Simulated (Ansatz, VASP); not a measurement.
**One calculation of Be3OsC2, two programs**

The input INCAR:

```
SYSTEM = Be3OsC2
  PREC = Accurate
  ENCUT = 600
  EDIFF = 1E-6
  ISMEAR = 0
  SIGMA = 0.1
  LREAL = .False.
  LASPH = .True.
  NELM = 100
  ALGO = Normal
  ISIF = 3
  LWAVE = .False.
  LCHARG = .False.
  GGA = PE
  IBRION = 2
  NSW = 100
  EDIFFG = -0.01
```

Contents of KPOINTS:

```
regular mesh
0
Gamma
  10 10 12
  0 0 0
```

Contents of POSCAR:

```
Be3OsC2
1.0
    2.1677748303     -3.7853776499      0.0000000000
    2.1677748303      3.7853776499      0.0000000000
    0.0000000000      0.0000000000      2.9661825368
Be Os C
3 1 2
Direct
    0.1960627724      0.8039372276      0.0000000000
    0.8039372276      0.1960627724      0.0000000000
    0.0000000000      0.0000000000      0.5000000000
    0.5000000000      0.5000000000      0.0000000000
    0.0000000000      0.5000000000      0.5000000000
    0.5000000000      0.0000000000      0.5000000000
```

Input for Ansatz:

```yaml
crystal:
  lattice:
    - [2.1677748303, -3.7853776499, 0.0]
    - [2.1677748303, 3.7853776499, 0.0]
    - [0.0, 0.0, 2.9661825368]
  atoms:
    - { symbol: Be, position: [0.1960627724, 0.8039372276, 0.0] }
    - { symbol: Be, position: [0.8039372276, 0.1960627724, 0.0] }
    - { symbol: Be, position: [0.0, 0.0, 0.5] }
    - { symbol: Os, position: [0.5, 0.5, 0.0] }
    - { symbol: C, position: [0.0, 0.5, 0.5] }
    - { symbol: C, position: [0.5, 0.0, 0.5] }
basis:
  ecutwfc: 420
kpoints:
  mp_grid: { grid: [10, 10, 12] }
hamiltonian:
  xc: pbe
scf:
  occupations: { method: gaussian, width: 0.1 }
output:
  forces: true
  stress: true
  eigenvalues: true
  write_density: true
  write_potential: true
  elf: true
  volumetric_format: npy
relax:
  adjacent_minimum: "off"
  f_tol: 0.01
  max_steps: 80
  cell: { stress_tol: 0.05 }
```

Change from the starting cell: species swapped into the CeAl2Cu3 type (Cmmm, No. 65).

Alike in both runs: task relaxation of cell and atoms; functional PBE; k mesh 10 × 10 × 12; occupations gaussian, width 0.1 eV; no spin polarisation.

|  | VASP | Ansatz |
| --- | --- | --- |
| version | VASP 6.6.1 | Ansatz 0.2.0 |
| potentials or method | VASP PAW PBE potentials, release 64 (Be, Os, C), cutoff 600 eV | scalar-relativistic, plane waves, PAW |
| valence electrons in the cell | 22 | 30 |

|  | VASP | Ansatz | Ansatz less VASP |
| --- | --- | --- | --- |
| gap on the k mesh at the Fermi level, each at its own relaxed structure (eV) | none | none | - |
| relaxed volume (Å³/atom) | 8.21 | 8.20 | -0.012 |
| relaxed cell length with the largest relative difference (Å) | 3.025 | 3.023 | -0.0019 |

A gap of «none» marks a metal or a gap that the smearing closes. VASP's potentials hold 22 valence electrons a cell and Ansatz's 30, so a difference there can come from the potentials and not from the codes.

Neither program's run includes spin-orbit coupling.
